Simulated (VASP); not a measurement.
Write the native input for VASP 6.6.1 that does the following.

```
Task                    : single point
Functional              : PBE
Potentials or basis     : VASP PAW PBE potentials, release 64 (S, Ge_d, P)
Cutoff                  : 410 eV
k mesh                  : 8 × 8 × 8
Occupations             : fermi-dirac, width 0.1 eV
Spin                    : no spin polarisation
Dipole correction       : no
k mesh for the DOS      : 12 × 12 × 12
Occupations for the DOS : tetrahedron
Further INCAR settings  : ALGO = Normal; EDIFF = 1e-06; NBANDS = 30
```

GePS4:

```
S Ge P
1.0
     0.00000    5.44744    0.00000
     5.44744    0.00000    0.00000
     2.72372    2.72372   -4.38760
S Ge P
4 1 1
Direct
  0.36910 0.43590 0.73960
  0.56410 0.10870 0.26040
  0.89130 0.82450 0.73960
  0.17550 0.63090 0.26040
  0.00000 0.00000 0.00000
  0.25000 0.75000 0.50000
```

The input as run:

POSCAR

```
GePS4
1.0
    0.0000000000      5.4474400000      0.0000000000
    5.4474400000      0.0000000000      0.0000000000
    2.7237200000      2.7237200000     -4.3875970000
S Ge P
4 1 1
Direct
    0.3691000000      0.4359000000      0.7396000000
    0.5641000000      0.1087000000      0.2604000000
    0.8913000000      0.8245000000      0.7396000000
    0.1755000000      0.6309000000      0.2604000000
    0.0000000000      0.0000000000      0.0000000000
    0.2500000000      0.7500000000      0.5000000000
```

INCAR.step1

```
SYSTEM = GePS4
PREC = Accurate
ENCUT = 410
EDIFF = 1E-6
ISMEAR = -1
SIGMA = 0.1
LREAL = .False.
LASPH = .True.
NELM = 120
ALGO = Normal
ISIF = 2
LWAVE = .False.
LCHARG = .True.
GGA = PE
NBANDS = 30
GGA_COMPAT = .False.
NEDOS = 2001
LORBIT = 11
```

KPOINTS.step1

```
regular mesh
0
Gamma
  8 8 8
  0 0 0
```

INCAR.step2

```
SYSTEM = GePS4
PREC = Accurate
ENCUT = 410
EDIFF = 1E-6
ISMEAR = -5
SIGMA = 0.1
LREAL = .False.
LASPH = .True.
NELM = 120
ALGO = Normal
ISIF = 2
LWAVE = .False.
LCHARG = .False.
GGA = PE
LORBIT = 10
NBANDS = 30
NEDOS = 1001
ICHARG = 11
GGA_COMPAT = .False.
```

KPOINTS.step2

```
regular mesh
0
Gamma
  12 12 12
  0 0 0
```

Potentials or basis: VASP PAW PBE potentials, release 64 (S, Ge_d, P).

Run with:

```sh
$ cat potpaw_PBE.64/S/POTCAR potpaw_PBE.64/Ge_d/POTCAR potpaw_PBE.64/P/POTCAR > POTCAR
$ cp INCAR.step1 INCAR
$ cp KPOINTS.step1 KPOINTS
$ mpirun -np 1 vasp_std > vasp.out
$ cp INCAR.step2 INCAR
$ cp KPOINTS.step2 KPOINTS
$ mpirun -np 1 vasp_std > vasp.out
```

It gave:

* Valence electrons inside the program's atomic spheres: S 3.75; Ge 12.23; P 2.45

Wall time 15 min on 1 thread of Intel Xeon 8259CL, with other jobs on the host, peak memory 0.64 GiB.
